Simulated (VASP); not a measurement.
The system is AlFe.

```xyz
2
Lattice="2.8743 0.0000 0.0000 0.0000 2.8743 0.0000 0.0000 0.0000 2.8743" Properties=species:S:1:pos:R:3 pbc="T T T"
Al    0.0000    0.0000    0.0000
Fe    1.4372    1.4372    1.4372
```

* Program: VASP 6.6.1
* Task: relaxation of cell and atoms
* Functional: LDA
* Potentials or basis: VASP PAW LDA potentials, release 64 (Al, Fe)
* Cutoff: 600 eV
* k mesh: 14 × 14 × 14
* Occupations: gaussian, width 0.1 eV
* Spin: collinear spin, ferromagnetic start
* Starting moments: [0.0, 0.77] μB

At the start: pressure -10.8 GPa; volume 11.87 Å³/atom.

Q: Where does the relaxation end?

A: Over 6 steps the energy falls by 24.8 meV/atom and the volume is 11.18 Å³/atom (-5.9 %); space group Pm-3m (No. 221, to 0.1 Å) before and after; moment 0.60 μB per cell.

Step by step:
```csv
step,energy change (eV),largest force (eV/Å),pressure (GPa),volume (Å³)
1,0.0000,0.0000,-10.81,23.75
2,0.0000,0.0000,13.27,21.10
3,-0.0497,0.0000,-0.09,22.37
4,-0.0496,0.0000,0.12,22.34
5,-0.0497,0.0000,-0.08,22.37
6,-0.0497,0.0000,-0.03,22.36
```

Final structure:
```
Al Fe
1.0
     2.81707    0.00000    0.00000
     0.00000    2.81707    0.00000
     0.00000    0.00000    2.81707
Al Fe
1 1
Direct
  0.00000 0.00000 0.00000
  0.50000 0.50000 0.50000
```
